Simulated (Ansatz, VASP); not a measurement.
# Rh in VASP and in Ansatz

```
Rh
1.0
     0.00000    1.90081    1.90081
     1.90081    0.00000    1.90081
     1.90081    1.90081    0.00000
Rh
1
Direct
  0.00000 0.00000 0.00000
```

Alike in both runs: task single point; functional r2SCAN; k mesh 14 × 14 × 14; occupations fermi-dirac, width 0.6 eV; no spin polarisation.

|  | VASP | Ansatz |
| --- | --- | --- |
| version | VASP 6.6.1 | Ansatz 0.2.0 |
| potentials or method | VASP PAW PBE potentials, release 64 (Rh_sv_GW), cutoff 580 eV | plane waves (500 eV) with PAW, scalar-relativistic |
| valence electrons in the cell | 17 | 17 |

|  | VASP | Ansatz | Ansatz less VASP |
| --- | --- | --- | --- |
| pressure (GPa) | 9.6 | 11.2 | +1.59 |

VASP's potentials were made for PBE, not for r2SCAN.
